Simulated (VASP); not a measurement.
## LaSi2Ir2: single point with LDA

The system is LaSi2Ir2.

```
CELL_PARAMETERS angstrom
-2.03806 2.03806 5.09924
2.03806 -2.03806 5.09924
2.03806 2.03806 -5.09924
ATOMIC_POSITIONS crystal
La 0.00000 0.00000 0.00000
Si 0.37303 0.37303 0.00000
Si 0.62697 0.62697 0.00000
Ir 0.75000 0.25000 0.50000
Ir 0.25000 0.75000 0.50000
```

* Program: VASP 6.6.1
* Task: single point
* Functional: LDA
* Potentials or basis: VASP PAW LDA potentials, release 64 (La, Si, Ir)
* Cutoff: 520 eV
* k mesh: 16 × 16 × 16
* Occupations: gaussian, width 0.05 eV
* Spin: no spin polarisation
* Dipole correction: no
* Further INCAR settings: ALGO = Normal; EDIFF = 1e-07; NBANDS = 26

| Quantity | Value |
| --- | --- |
| Pressure | 0.8 GPa |
| Largest force | 0.109 eV/Å |

Forces in eV/Å, atoms in the order of the input:
```
La   0.000  0.000  0.000
Si   0.000  0.000  0.109
Si   0.000  0.000 -0.109
Ir   0.000  0.000  0.000
Ir   0.000  0.000  0.000
```

Stress tensor (GPa, compression positive):
```
0.93 0.00 0.00
0.00 0.93 0.00
0.00 0.00 0.53
```

Levels at points of the mesh, in eV from the Fermi level:
```tsv
k point	band 16	band 17	band 18	band 19	band 20	band 21	band 22	band 23
(0.00, 0.00, 0.00)	-1.28	-1.28	-1.25	-0.83	0.49	1.46	1.46	2.45
(0.50, 0.00, 0.00)	-3.01	-2.50	-1.61	-0.09	1.34	1.94	2.19	2.37
(0.50, 0.50, 0.00)	-1.90	-1.87	-1.87	-0.73	0.98	1.01	1.79	2.27
(0.50, 0.50, 0.50)	-0.35	-0.29	-0.29	0.49	1.62	2.01	2.25	2.25
```

It took 21 min on 1 thread of Intel(R) Xeon(R) Platinum 8488C (Sapphire Rapids) (shared host), peak memory 0.95 GiB.

Caveat: spin-orbit coupling is left out, which moves the levels of the heavy elements.
